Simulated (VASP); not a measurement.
A run of VASP 6.6.1:

The input POSCAR:

```
HfB2
1.0
    3.1145809257     -0.0000000029      0.0000000000
   -1.5572904603      2.6973062052      0.0000000000
    0.0000000000      0.0000000000      3.4586846900
Hf B
1 2
Direct
    0.0000000000      0.0000000000      0.0000000000
    0.3333333333      0.6666666667      0.5000000000
    0.6666666667      0.3333333333      0.5000000000
```

Contents of INCAR.step1:

```
SYSTEM = HfB2
PREC = Accurate ; ENCUT = 520
ISMEAR = -1 ; SIGMA = 0.1
LREAL = .FALSE. ; LASPH = .TRUE.
NELM = 80 ; NBANDS = 15
GGA = PE ; ALGO = Normal
EDIFF = 1E-4 ; LWAVE = .TRUE.
LCHARG = .FALSE.
```

The input INCAR.step2:

```
SYSTEM = HfB2
PREC = Accurate ; ENCUT = 520
EDIFF = 1E-7 ; ISMEAR = -1
SIGMA = 0.1 ; LREAL = .FALSE.
LASPH = .TRUE. ; NELM = 80
ALGO = Normal ; ISIF = 2
LWAVE = .FALSE. ; LCHARG = .TRUE.
METAGGA = R2SCAN ; LMIXTAU = .TRUE.
LELF = .TRUE. ; LVHAR = .TRUE.
NBANDS = 15 ; ISTART = 1
```

File KPOINTS:

```
Automatic mesh
0
G
  12 12 10
  0 0 0
```

Potentials or basis: VASP PAW PBE potentials, release 64 (Hf_pv, B).

Launch:

```console
$ cat potpaw_PBE.64/Hf_pv/POTCAR potpaw_PBE.64/B/POTCAR > POTCAR
$ cp INCAR.step1 INCAR
$ mpirun -np 1 vasp_std > vasp.out
$ cp INCAR.step2 INCAR
$ mpirun -np 1 vasp_std > vasp.out
```

Hardware: 1 thread of Intel Xeon 6975P-C, with other jobs on the host.

Q: Estimate the wall time of this run.

A: Run time: 2.2 min on 1 thread of Intel Xeon 6975P-C, on a shared host, peak memory 0.19 GiB. Counts: k points 114.
